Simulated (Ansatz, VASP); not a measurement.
This is a calculation of AlN for Ansatz 0.2.0.

input.yaml

```yaml
crystal:
  lattice:
    - [0.0, 2.034518, 2.034518]
    - [2.034518, 0.0, 2.034518]
    - [2.034518, 2.034518, 0.0]
  atoms:
    - { symbol: Al, position: [0.5, 0.5, 0.5] }
    - { symbol: "N", position: [0.0, 0.0, 0.0] }
kpoints:
  mp_grid: { grid: [8, 8, 8] }
scf:
  occupations: { method: fermi_dirac, width: 0.05 }
hamiltonian:
  xc: pbe
  pseudopotentials: { kind: all_electron, datasets: crystal }
output:
  forces: true
  stress: true
  eigenvalues: true
```

Potentials or basis: all-electron PAW datasets made for the crystal.

The run is started by

```bash
$ ansatz run input.yaml --threads 1 --pin off --max-ram 3072MiB --backend cpu --events-out ev --progress --plain --runs-dir out
```

Question: Set up the same calculation for VASP 6.6.1. Potentials there: VASP PAW PBE potentials, release 64 (Al, N).

Answer: As run (the cutoff follows the program's own potentials):

Contents of INCAR:

```
SYSTEM = AlN
ALGO = Normal
EDIFF = 1E-6
ENCUT = 520
GGA = PE
ISIF = 2
ISMEAR = -1
LASPH = .True.
LCHARG = .True.
LELF = .True.
LREAL = .False.
LVHAR = .True.
LWAVE = .False.
NBANDS = 11
NELM = 100
PREC = Accurate
SIGMA = 0.05
```

File KPOINTS:

```
k-points
0
Gamma
  8 8 8
  0 0 0
```

File POSCAR:

```
AlN
1.0
    0.0000000000      2.0345180000      2.0345180000
    2.0345180000      0.0000000000      2.0345180000
    2.0345180000      2.0345180000      0.0000000000
Al N
1 1
Direct
    0.5000000000      0.5000000000      0.5000000000
    0.0000000000      0.0000000000      0.0000000000
```

Potentials or basis: VASP PAW PBE potentials, release 64 (Al, N).

Command:

```bash
$ cat potpaw_PBE.64/Al/POTCAR potpaw_PBE.64/N/POTCAR > POTCAR
$ mpirun -np 1 vasp_std > vasp.out
```

Both were run:

|  | VASP | Ansatz | Ansatz less VASP |
| --- | --- | --- | --- |
| gap on the k mesh at the Fermi level (eV) | 4.42 | 4.44 | +0.018 |
| least direct gap on the mesh (eV) | 5.41 | 5.41 | +0.007 |
| pressure (GPa) | 0.0 | 0.3 | +0.32 |

Ansatz ran all-electron here, and VASP with PAW potentials.
